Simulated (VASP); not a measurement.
Wanted: the native input for a VASP 6.6.1 run.

```
Task                   : single point
Functional             : PBE
Potentials or basis    : VASP PAW PBE potentials, release 64 (Hf_pv, B)
Cutoff                 : 520 eV
k mesh                 : 11 × 11 × 8
Occupations            : fermi-dirac, width 0.05 eV
Spin                   : no spin polarisation
Dipole correction      : no
Further INCAR settings : ALGO = Normal; EDIFF = 1e-07; NBANDS = 15
```

The structure of HfB2 lies in POSCAR:

```
HfB2
1.0
    3.2608862960      0.0000000000      0.0000000000
   -1.6304431480      2.8240106122      0.0000000000
    0.0000000000      0.0000000000      3.6139758949
Hf B
1 2
Direct
    0.0000000000      0.0000000000      0.0000000000
    0.3333333333      0.6666666667      0.5000000000
    0.6666666667      0.3333333333      0.5000000000
```

The input as run:

INCAR

```
  ALGO = Normal
  EDIFF = 1E-7
  ENCUT = 520
  GGA = PE
  ISIF = 2
  ISMEAR = -1
  LASPH = T
  LCHARG = F
  LREAL = F
  LWAVE = F
  NBANDS = 15
  NELM = 80
  PREC = Accurate
  SIGMA = 0.05
```

KPOINTS

```
k-points
0
Gamma
  11 11 8
```

Potentials or basis: VASP PAW PBE potentials, release 64 (Hf_pv, B).

Launch:

```console
$ cat potpaw_PBE.64/Hf_pv/POTCAR potpaw_PBE.64/B/POTCAR > POTCAR
$ mpirun -np 1 vasp_std > vasp.out
```

Results of the run:

```json
{
 "Pressure": "-22.4 GPa",
 "Band gap on the k mesh": "zero (band 8 reaches 7.32 eV, above the bottom of band 9 at 6.36 eV)"
}
```

Caveat: spin-orbit coupling is left out, which moves the levels of the heavy elements.

Wall time 14 s on 1 thread of Intel(R) Xeon(R) 6975P-C (Granite Rapids) (shared host), peak memory 0.16 GiB.
